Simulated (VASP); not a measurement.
# BiTe: single point with PBE

The system is BiTe.

```xyz
4
Lattice="3.2512 3.2512 0.0000 -3.2512 3.2512 0.0000 0.0000 0.0000 6.7950" Properties=species:S:1:pos:R:3 pbc="T T T"
Bi    0.0000    0.0000    0.0000
Bi    0.0000    3.2512    3.3975
Te    0.0000    3.2512    0.0000
Te    0.0000    0.0000    3.3975
```

This cell differs from its parent crystal: strain along c alone, the other axes held: +4.5 %.

```yaml
Program: VASP 6.6.1
Task: single point
Functional: PBE
Potentials_or_basis: VASP PAW PBE potentials, release 64 (Bi_d, Te)
Cutoff: 520 eV
k_mesh: 12 × 12 × 8
Occupations: gaussian, width 0.1 eV
Spin: no spin polarisation
```

- Pressure: -1.7 GPa
- Band gap on the k mesh: zero (band 21 reaches 8.54 eV, above the bottom of band 22 at 5.12 eV)

Stress tensor (GPa, compression positive):
```
-0.67  0.00  0.00
 0.00 -0.67  0.00
 0.00  0.00 -3.83
```

Levels at points of the mesh, in eV from the Fermi level:
| k point | band 19 | band 20 | band 21 | band 22 | band 23 | band 24 |
| --- | --- | --- | --- | --- | --- | --- |
| (0.00, 0.00, 0.00) | -2.58 | -2.05 | 1.42 | 2.34 | 2.34 | 2.50 |
| (0.50, 0.00, 0.00) | -1.84 | -1.84 | -0.15 | -0.15 | -0.12 | -0.12 |
| (0.50, 0.50, 0.00) | -3.51 | -3.51 | 2.43 | 2.43 | 2.79 | 2.79 |
| (0.00, 0.00, 0.50) | -2.80 | -2.80 | 0.73 | 0.73 | 2.78 | 2.78 |
| (0.50, 0.00, 0.50) | -1.56 | -1.56 | -0.84 | -0.84 | -0.54 | -0.54 |
| (0.50, 0.50, 0.50) | -1.62 | -1.62 | -0.33 | -0.33 | 3.96 | 3.96 |

It took 21 min on 1 thread of Oxide Virtual Turin-like Processor, with other jobs on the host, peak memory 0.57 GiB.

Caveat: the cell differs from its parent crystal (strain along c alone, the other axes held: +4.5 %); spin-orbit coupling is left out, which moves the levels of the heavy elements.
